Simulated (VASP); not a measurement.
# Nb (I4/mmm) in VASP: single point with r2SCAN

Aim: the single point of Nb with r2SCAN.

Program: VASP 6.6.1. These are calculated values, not measurements. Logs are shortened: lines on timing, memory, paths and dates and some standing lists are left out, and cuts for length are marked.

## (1) The cell of the first run

The structure is tetragonal, space group I4/mmm (No. 139). The conventional cell has a = 3.162 Å, b = 3.162 Å, c = 3.411 Å, α = 90.00°, β = 90.00°, γ = 90.00°. Nb (site symmetry 4/mmm) has 14 Nb at 2.81 to 3.41 Å within 3.7 Å.

## (2) Single point, r2SCAN (strain -0.050 along x and y, +0.025 along z)

POSCAR reads:

```
Nb
1.0
   -1.5807525000      1.5807525000      1.7055487500
    1.5807525000     -1.5807525000      1.7055487500
    1.5807525000      1.5807525000     -1.7055487500
Nb
1
Direct
    0.0000000000      0.0000000000      0.0000000000
```

INCAR.step1 reads:

```
PREC = Accurate
ENCUT = 520
ISMEAR = 0
SIGMA = 0.15
LREAL = F
LASPH = T
NELM = 100
NBANDS = 12
GGA = PE
ALGO = Normal
EDIFF = 1E-4
LWAVE = T
LCHARG = F
```

INCAR.step2 reads:

```
PREC = Accurate
ENCUT = 520
EDIFF = 1E-6
ISMEAR = 0
SIGMA = 0.15
LREAL = F
LASPH = T
NELM = 100
ALGO = Normal
ISIF = 2
LWAVE = F
LCHARG = F
METAGGA = R2SCAN
LMIXTAU = T
NBANDS = 12
ISTART = 1
```

KPOINTS reads:

```
regular mesh
0
Gamma
  20 20 20
```

Potentials or basis: VASP PAW PBE potentials, release 64 (Nb_sv).

On the command line:

```sh
$ cat potpaw_PBE.64/Nb_sv/POTCAR > POTCAR
$ cp INCAR.step1 INCAR
$ mpirun -np 1 vasp_std > vasp.out
$ cp INCAR.step2 INCAR
$ mpirun -np 1 vasp_std > vasp.out
```

OUTCAR:

```text
PREC = Accurate
   ENCUT = 520
   EDIFF = 1E-6
   ISMEAR = 0
   LREAL = F
   LASPH = T
   NELM = 100
   ISIF = 2
   METAGGA = R2SCAN
   ISTART = 1

 ion  position               nearest neighbor table
   1  0.000  0.000  0.000-

  LATTYP: Found a body centered tetragonal cell.
 ALAT       =     3.1615050000
 C/A-ratio  =     1.0789473684

  Lattice vectors:

 A1 = (  -1.5807525000,   1.5807525000,   1.7055487500)
 A2 = (   1.5807525000,  -1.5807525000,   1.7055487500)
 A3 = (   1.5807525000,   1.5807525000,  -1.7055487500)

Analysis of symmetry for initial positions (statically):
=====================================================================
 Subroutine PRICEL returns:
 Original cell was already a primitive cell.

 Routine SETGRP: Setting up the symmetry group for a
 body centered tetragonal supercell.

 Subroutine GETGRP returns: Found 16 space group operations
 (whereof 16 operations were pure point group operations)
 out of a pool of 16 trial point group operations.

The static configuration has the point symmetry D_4h.

Analysis of symmetry for dynamics (positions and initial velocities):
=====================================================================
 Subroutine PRICEL returns:
 Original cell was already a primitive cell.

 Routine SETGRP: Setting up the symmetry group for a
 body centered tetragonal supercell.

 Subroutine GETGRP returns: Found 16 space group operations
 (whereof 16 operations were pure point group operations)
 out of a pool of 16 trial point group operations.

The dynamic configuration has the point symmetry D_4h.

 Subroutine INISYM returns: Found 16 space group operations
 (whereof 16 operations are pure point group operations),
 and found     1 'primitive' translations

----------------------------------------------------------------------------------------

                                     Primitive cell

  volume of cell :      17.0472

  direct lattice vectors                    reciprocal lattice vectors
    -1.580752500  1.580752500  1.705548750     0.000000000  0.316305051  0.293160779
     1.580752500 -1.580752500  1.705548750     0.316305051  0.000000000  0.293160779
     1.580752500  1.580752500 -1.705548750     0.316305051  0.316305051  0.000000000

  length of vectors
     2.811841651  2.811841651  2.811841651     0.431268046  0.431268046  0.447322893

  position of ions in fractional coordinates (direct lattice)
     0.000000000  0.000000000  0.000000000

  ion indices of the primitive-cell ions
   primitive index   ion index
                 1           1

----------------------------------------------------------------------------------------

 KPOINTS: regular mesh

Automatic generation of k-mesh.
 Grid dimensions read from file:
 generate k-points for:   20   20   20

 Generating k-lattice:

  Cartesian coordinates                     Fractional coordinates (reciprocal lattice)
     0.000000000  0.015815253  0.014658039     0.050000000  0.000000000 -0.000000000
     0.015815253  0.000000000  0.014658039     0.000000000  0.050000000 -0.000000000
     0.015815253  0.015815253  0.000000000     0.000000000  0.000000000  0.050000000

  Length of vectors
     0.021563402  0.021563402  0.022366145

  Shift w.r.t. Gamma in fractional coordinates (k-lattice)
     0.000000000  0.000000000  0.000000000

 Subroutine IBZKPT returns following result:
 ===========================================

 Found    641 irreducible k-points:

 Following reciprocal coordinates:
            Coordinates               Weight
  0.000000  0.000000  0.000000      1.000000
  0.050000 -0.000000  0.000000      8.000000
  0.100000 -0.000000  0.000000      8.000000
  0.150000 -0.000000  0.000000      8.000000
  0.200000 -0.000000  0.000000      8.000000
  0.250000 -0.000000  0.000000      8.000000
[... 16 lines left out ...]
 -0.400000  0.050000 -0.000000     16.000000
 -0.350000  0.050000 -0.000000     16.000000
 [... further k-points ...]
   k-points           NKPTS =    641   k-points in BZ     NKDIM =    641   number of bands    NBANDS=     12
   number of dos      NEDOS =    301   number of ions     NIONS =      1
   total plane-waves  NPLWV =  13824
   dimension x,y,z NGX =    24 NGY =   24 NGZ =   24
   dimension x,y,z NGXF=    48 NGYF=   48 NGZF=   48
   ions per type =               1
   NGX,Y,Z   is equivalent  to a cutoff of  14.19, 14.19, 14.19 a.u.
   NGXF,Y,Z  is equivalent  to a cutoff of  28.38, 28.38, 28.38 a.u.
 SYSTEM =  unknown system
   PREC   = accura    normal or accurate (medium, high low for compatibility)
   ISTART =      1    job   : 0-new  1-cont  2-samecut
   ICHARG =      0    charge: 1-file 2-atom 10-const
   ISPIN  =      1    spin polarized calculation?
   LNONCOLLINEAR =      F non collinear calculations
   LSORBIT =      F    spin-orbit coupling
   LASPH  =      T    aspherical Exc in radial PAW
   ENCUT  =  520.0 eV  38.22 Ry    6.18 a.u.   5.23  5.23  5.23*2*pi/ulx,y,z
   NELM   =    100;   NELMIN=  2; NELMDL=  0     # of ELM steps
   EDIFF  = 0.1E-05   stopping-criterion for ELM
   LREAL  =      F    real-space projection
   EDIFFG = 0.1E-04   stopping-criterion for IOM
   NSW    =      0    number of steps for IOM
   IBRION =     -1    ionic relax: 0-MD 1-quasi-New 2-CG
   NFREE  =      0    steps in history (QN), initial steepest desc. (CG)
   ISIF   =      2    stress and relaxation
   ISYM   =      2    0-nonsym 1-usesym 2-fastsym
   POTIM  = 0.5000    time-step for ionic-motion
   TEBEG  =    0.0;   TEEND  =   0.0 temperature during run
   PSTRESS=    0.0 pullay stress
   NELECT =      13.0000    total number of electrons
   NUPDOWN=      -1.0000    fix difference up-down
   EMIN   =  10.00;   EMAX   =-10.00  energy-range for DOS
   EFERMI =   0.00;   METHOD = LEGACY
   ISMEAR =     0;   SIGMA  =   0.15  broadening in eV -4-tet -1-fermi 0-gaus
   EFERMI_NEDOS =   21; number of points for ismear=-14 and -15
   IALGO  =     38    algorithm
   IMIX   =      4    mixing-type and parameters
     AMIX     =   0.40;   BMIX     =  1.00
     AMIX_MAG =   1.60;   BMIX_MAG =  1.00
  volume/ion in A,a.u.               =      17.05       115.04
  Fermi-wavevector in a.u.,A,eV,Ry     =   1.495680  2.826425 30.437026  2.237058
  Thomas-Fermi vector in A             =   2.607794
   LORBIT       =      0    0 simple, 1 ext, 2 COOP (PROOUT), +10 PAW based schemes
   METAGGA = R2SCAN    functional components
   LHFCALC =     F    Hartree Fock is set to
   AEXX    =    0.0000 exact exchange contribution
   IVDW    =     0    specifies the selected vdW correction
   LEPSILON=     F    determine dielectric tensor
   LRPA    =     F    only Hartree local field effects (RPA)
 non-spin polarized calculation
 Gauss-broadening in eV      SIGMA  =   0.15
  energy-cutoff  :      520.00
  volume of cell :       17.05
 maximum number of plane-waves:       476
 NGX is ok and might be reduce to    24
   NGX = 11   NGY = 11   NGZ = 11

 number of electron      13.0000001 magnetization

 Free energy of the ion-electron system (eV)
  ---------------------------------------------------
  ext. energy  EPLUGINS =         0.00000000
  ---------------------------------------------------
  free energy    TOTEN  =       -24.79079934 eV

  energy without entropy =      -24.77534953  energy(sigma->0) =      -24.78307444

 E-fermi :  11.9633     XC(G=0): -13.9476

 val. band max:       11.9568220767   @ k =  -0.2000  -0.4000   0.0500
 cond. band min:      11.9647114711   @ k =  -0.3000   0.4000   0.0500
 fundamental gap:      0.0078893943
 Fermi energy:        11.9633236322

 k-point     1 :       0.0000    0.0000    0.0000
  band No.  band energies     occupation
      1     -44.1582      2.00000
      2     -18.5629      2.00000
      3     -18.5629      2.00000
      4     -18.5596      2.00000
      5       5.5608      2.00000
      6      12.0966      0.20889
      7      12.0966      0.20889
      8      13.0261      0.00000
      9      14.9811      0.00000
     10      16.2108      0.00000
     11      26.0572      0.00000
     12      27.5195      0.00000

 k-point     2 :       0.0500   -0.0000    0.0000
  band No.  band energies     occupation
      1     -44.1504      2.00000
      2     -18.6075      2.00000
      3     -18.5752      2.00000
      4     -18.5612      2.00000
      5       5.6746      2.00000
      6      12.0845      0.25321
      7      12.1213      0.13633
      8      13.0384      0.00000
      9      14.9059      0.00000
     10      16.1603      0.00000
     11      26.2684      0.00000
     12      27.6703      0.00000

 k-point     3 :       0.1000   -0.0000    0.0000
  band No.  band energies     occupation
      1     -44.1277      2.00000
      2     -18.7398      2.00000
      3     -18.6109      2.00000
      4     -18.5616      2.00000
      5       6.0027      2.00000
      6      12.0316      0.52006
      7      12.1090      0.16973
      8      13.1718      0.00000
      9      14.7281      0.00000
     10      16.0498      0.00000
     11      26.7780      0.00000
     12      28.0830      0.00000

 k-point     4 :       0.1500   -0.0000    0.0000
  band No.  band energies     occupation
      1     -44.0922      2.00000
      2     -18.9423      2.00000
      3     -18.6661      2.00000
      4     -18.5623      2.00000
      5       6.5014      2.00000
      6      11.9093      1.38919
      7      11.9419      1.16013
      8      13.5688      0.00000
      9      14.5735      0.00000
     10      15.9462      0.00000
     11      27.2554      0.00000
     12      28.6485      0.00000

 k-point     5 :       0.2000   -0.0000    0.0000
  band No.  band energies     occupation
      1     -44.0471      2.00000
      2     -19.1914      2.00000
      3     -18.7348      2.00000
      4     -18.5631      2.00000
      5       7.0874      2.00000
      6      11.6616      1.99555
      7      11.7504      1.95529
      8      14.2131      0.00000
      9      14.5501      0.00000
     10      15.8905      0.00000
     11      27.3056      0.00000
     12      29.1213      0.00000
[... 228 lines left out ...]
      1     -43.8296      2.00000
      2     -20.2640      2.00000
      3     -19.0588      2.00000
      4     -18.5859      2.00000
      5       7.9154      2.00000
      6      10.4333      2.00000
      7      13.9354      0.00000
      8      15.0540      0.00000
      9      16.7405      0.00000
     10      18.9929      0.00000
     11      24.5337      0.00000
     12      25.2623      0.00000

 k-point    22 :      -0.4500    0.0500   -0.0000
  band No.  band energies     occupation
      1     -43.8452      2.00000
      2     -20.1915      2.00000
      3     -19.0346      2.00000
      4     -18.5874      2.00000
      5       7.9787      2.00000
      6      10.5094      2.00000
      7      13.4626      0.00000
      8      15.0618      0.00000
      9      16.6626      0.00000
     10      18.4657      0.00000
     11      24.7769      0.00000
     12      25.7589      0.00000

 k-point    23 :      -0.4000    0.0500   -0.0000
  band No.  band energies     occupation
      1     -43.8753      2.00000
      2     -20.0494      2.00000
      3     -18.9890      2.00000
      4     -18.5883      2.00000
      5       8.0683      2.00000
      6      10.6641      2.00000
      7      12.7857      0.00000
      8      14.9465      0.00000
      9      16.5051      0.00000
     10      17.6064      0.00000
     11      25.2801      0.00000
     12      26.6424      0.00000

 k-point    24 :      -0.3500    0.0500   -0.0000
  band No.  band energies     occupation
      1     -43.9167      2.00000
      2     -19.8494      2.00000
      3     -18.9260      2.00000
      4     -18.5884      2.00000
      5       8.0919      2.00000
      6      10.8900      2.00000
      7      12.1173      0.14647
      8      14.7864      0.00000
      9      16.2949      0.00000
     10      16.6174      0.00000
     11      25.9752      0.00000
     12      27.7151      0.00000

 [... further k-points ...]

------------------------ aborting loop because EDIFF is reached ----------------------------------------

  FORCE on cell =-STRESS in cart. coord.  units (eV):
  Direction    XX          YY          ZZ          XY          YZ          ZX
  --------------------------------------------------------------------------------------
  -------------------------------------------------------------------------------------
  Total        1.5598558      1.5598558      0.3888227      0.0000000     -0.0000000      0.0000000
  in kB      146.6030979    146.6030979     36.5435098      0.0000000     -0.0000000      0.0000000
  external PRESSURE =     109.9165685 kB  Pullay stress =       0.0000000 kB

 VOLUME and BASIS-vectors are now :
 -----------------------------------------------------------------------------
  energy-cutoff  :      520.00
  volume of cell :       17.05
      direct lattice vectors                 reciprocal lattice vectors
    -1.580752500  1.580752500  1.705548750     0.000000000  0.316305051  0.293160779
     1.580752500 -1.580752500  1.705548750     0.316305051  0.000000000  0.293160779
     1.580752500  1.580752500 -1.705548750     0.316305051  0.316305051  0.000000000

 POSITION                                       TOTAL-FORCE (eV/Angst)
 -----------------------------------------------------------------------------------
      0.00000      0.00000      0.00000         0.000000      0.000000     -0.000000
 -----------------------------------------------------------------------------------
    total drift:                                0.000000      0.000000      0.000000

  FREE ENERGIE OF THE ION-ELECTRON SYSTEM (eV)
  ---------------------------------------------------
  free  energy   TOTEN  =       -24.7907993429 eV

  energy  without entropy=      -24.7753495284  energy(sigma->0) =      -24.78307444
```

Wall time 2.4 min (1 thread of Intel Xeon 6975P-C (Granite Rapids), shared host); peak memory 0.25 GiB.

Results:

* Free energy: -24.7908 eV
* Pressure: 11.0 GPa

Levels at points of the mesh, in eV from the Fermi level:
```tsv
k point	band 2	band 3	band 4	band 5	band 6	band 7	band 8	band 9	band 10	band 11
(0.00, 0.00, 0.00)	-30.53	-30.53	-30.52	-6.40	0.13	0.13	1.06	3.02	4.25	14.09
(0.50, 0.00, 0.00)	-32.25	-31.01	-30.53	-4.14	-1.55	2.35	3.03	4.67	6.96	12.36
(0.50, 0.50, 0.00)	-32.22	-31.11	-30.63	-4.26	-2.55	2.98	4.56	4.93	7.20	12.28
(0.50, 0.50, 0.50)	-31.84	-31.58	-31.58	-4.37	-4.16	6.07	6.32	6.32	8.75	10.66
```

Caveat: the cell differs from its parent crystal (strain -0.050 along x and y, +0.025 along z); the PAW data sets were made with another functional, which shifts forces and pressure a little.
